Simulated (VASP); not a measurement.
The system is Ge.

```
CELL_PARAMETERS angstrom
-2.57449 2.57449 1.39741
2.57449 -2.57449 1.39741
2.57449 2.57449 -1.39741
ATOMIC_POSITIONS crystal
Ge 0.50000 0.50000 0.00000
Ge 0.25000 0.75000 0.50000
```

| Item | Value |
| --- | --- |
| Program | VASP 6.6.1 |
| Task | relaxation of cell and atoms |
| Functional | RPBE |
| Dispersion | D3(BJ) |
| Potentials or basis | VASP PAW PBE potentials, release 64 (Ge_d) |
| Cutoff | 600 eV |
| k mesh | 11 × 11 × 11 |
| Occupations | fermi-dirac, width 0.05 eV |
| Spin | no spin polarisation |

At the start: pressure -14.1 GPa; volume 18.52 Å³/atom.

Question: Where does the relaxation end?

Answer: Over 9 steps the energy falls by 146.5 meV/atom and the volume is 15.68 Å³/atom (-15.4 %); space group I4_1/amd (No. 141, to 0.1 Å) before and after.

The path:
```tsv
step	energy change (eV)	largest force (eV/Å)	pressure (GPa)	volume (Å³)
1	0.0000	0.0000	-14.14	37.05
2	-0.2117	0.0000	11.85	28.96
3	-0.2929	0.0000	0.21	31.38
4	-0.2927	0.0000	-0.55	31.48
5	-0.2927	0.0000	-0.61	31.48
6	-0.2927	0.0000	-0.58	31.47
7	-0.2928	0.0000	-0.64	31.46
8	-0.2929	0.0000	-0.31	31.42
9	-0.2930	0.0000	-0.02	31.36
```

Final structure:
```
Ge
1.0
    -2.43931    2.43931    1.31741
     2.43931   -2.43931    1.31741
     2.43931    2.43931   -1.31741
Ge
2
Direct
  0.50000 0.50000 0.00000
  0.25000 0.75000 0.50000
```

Caveat: the volume moved by over 15 % at a fixed basis, so the end points are rough; the dispersion term is far too large for a dense solid, which distorts pressure and volume; the PAW data sets were made with another functional, which shifts forces and pressure a little.
